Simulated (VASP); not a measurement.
Runs of VASP 6.6.1 on In. The structure is that of space group Fd-3m (No. 227), or close to it. The cells are those of the table. This isn't the form of In at room conditions, which is tetragonal.

```csv
spin,cell,gap on the mesh (eV),pressure (GPa)
"collinear, zero start","a = 4.237 Å, angles 60.0°, 2 atoms",none,(a)
off,"a = 4.083 Å, angles 60.0°, 2 atoms",none,28.8
off,"a = 4.643 Å, angles 60.0°, 2 atoms",none,0.0
off,"a = 4.237 Å, angles 60.0°, 2 atoms",none,15.4
```

Alike in all rows: task single point; level PBEsol; potentials or basis VASP PAW PBE potentials, release 64 (In_d); k mesh 10 × 10 × 10; cutoff (eV) 520; smearing fermi-dirac 0.08 eV.

**Question.** Fill in the values left out.

**Answer.** (a) 15.3.

Caveats: the PAW data sets were made with another functional, which shifts forces and pressure a little; spin-orbit coupling is left out, which moves the levels of the heavy elements; the cell stands under pressure (at least some runs).

A k mesh can miss the band edges, and the runs leave out spin-orbit coupling on In.

A gap of «none» marks levels without a gap at the run's occupations.
